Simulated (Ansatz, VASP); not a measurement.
**WS2 in VASP and in Ansatz**

File INCAR:

```
  PREC = Accurate
  ENCUT = 520
  EDIFF = 1E-6
  ISMEAR = 0
  SIGMA = 0.05
  LREAL = False
  LASPH = True
  NELM = 100
  ALGO = Normal
  ISIF = 2
  LWAVE = False
  LCHARG = False
  GGA = PS
  IVDW = 12
  NBANDS = 20
```

File KPOINTS:

```
regular mesh
0
Gamma
  12 12 2
```

Contents of POSCAR:

```
WS2
1.0
    3.1237017326      0.0000000000      0.0000000000
   -1.5618508663      2.7052050543      0.0000000000
    0.0000000000      0.0000000000     16.9362771992
W S
1 2
Direct
    0.3333333333      0.6666666667      0.0005045470
    0.6423365588      0.3333333333      0.9056981980
    0.6909967745      0.3333333333      0.0914086042
```

Input for Ansatz:

```yaml
crystal:
  lattice:
    - [3.1237017326, 0.0, 0.0]
    - [-1.5618508663, 2.7052050543, 0.0]
    - [0.0, 0.0, 16.9362771992]
  atoms:
    - { symbol: W, position: [0.3333333333, 0.6666666667, 0.000504547] }
    - { symbol: S, position: [0.6423365588, 0.3333333333, 0.905698198] }
    - { symbol: S, position: [0.6909967745, 0.3333333333, 0.0914086042] }
basis:
  ecutwfc: 420
kpoints:
  mp_grid: { grid: [12, 12, 2] }
hamiltonian:
  xc: pbesol
  dispersion: d3bj
scf:
  occupations: { method: gaussian, width: 0.05 }
output:
  forces: true
  stress: true
  eigenvalues: true
```

Change from the starting cell: mode 4 frozen in at -0.076 Å and mode 9 at -0.025 Å (largest displacements).

Alike in both runs: task single point; functional PBEsol; dispersion D3(BJ); k mesh 12 × 12 × 2; occupations gaussian, width 0.05 eV; no spin polarisation.

```csv
,VASP,Ansatz
version,VASP 6.6.1,Ansatz 0.2.0
potentials or method,"VASP PAW PBE potentials, release 64 (W_sv, S), cutoff 520 eV","scalar-relativistic, plane waves, PAW"
valence electrons in the cell,26,26
```

```tsv
	VASP	Ansatz	Ansatz less VASP
gap on the k mesh at the Fermi level (eV)	1.95	1.95	-0.001
least direct gap on the mesh (eV)	2.03	2.02	-0.005
rms of the force components (eV/Å)	0.605	0.603	-0.0020
```

VASP's potentials were made for PBE, not for PBEsol. Atom by atom the forces differ by 0.011 eV/Å (rms over components).

Spin-orbit coupling is off throughout.
